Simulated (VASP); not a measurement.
## NaI: single point with PBE

NaI:

```
Na I
1.0
     0.00000    3.23640    3.23640
     3.23640    0.00000    3.23640
     3.23640    3.23640    0.00000
Na I
1 1
Cartesian
  0.0000 0.0000 0.0000
  3.2364 3.2989 3.2364
```

This cell differs from its parent crystal: all I atoms moved +0.062 Å, as atom 2 along Cartesian [0 1 0].

```json
{"Program": "VASP 6.6.1", "Task": "single point", "Functional": "PBE", "Potentials or basis": "VASP PAW PBE potentials, release 64 (Na_pv, I)", "Cutoff": "520 eV", "k mesh": "6 × 6 × 6", "Occupations": "gaussian, width 0.05 eV", "Spin": "no spin polarisation"}
```

- Pressure: 0.5 GPa
- Largest force: 0.057 eV/Å
- Band gap on the k mesh: 3.64 eV, direct

Forces in eV/Å, atoms in the order of the input:
```
Na   0.000  0.057  0.000
I    0.000 -0.057  0.000
```

Levels at points of the mesh, in eV from the valence-band top:
| k point | band 3 | band 4 | band 5 | band 6 | band 7 | band 8 | band 9 | band 10 | band 11 | band 12 |
| --- | --- | --- | --- | --- | --- | --- | --- | --- | --- | --- |
| (0.00, 0.00, 0.00) | -22.44 | -11.02 | 0.00 | 0.00 | 0.00 | 3.64 | 7.93 | 7.93 | 7.93 | 9.75 |
| (0.50, 0.00, 0.00) | -22.44 | -10.70 | -2.18 | -0.28 | -0.28 | 5.09 | 7.44 | 7.45 | 8.73 | 10.31 |
| (0.50, 0.50, 0.00) | -22.44 | -10.63 | -1.90 | -0.74 | -0.74 | 4.49 | 5.55 | 9.87 | 11.30 | 11.30 |
| (0.50, 0.00, 0.50) | -22.44 | -10.63 | -1.90 | -0.74 | -0.74 | 4.50 | 5.56 | 9.87 | 11.30 | 11.30 |

It used 41 s of CPU time on 1 thread of AMD EPYC 7R13 Processor (Zen 3), with other jobs on the host.

Caveat: the cell differs from its parent crystal (all I atoms moved +0.062 Å, as atom 2 along Cartesian [0 1 0]); spin-orbit coupling is left out, which moves the levels of the heavy elements.
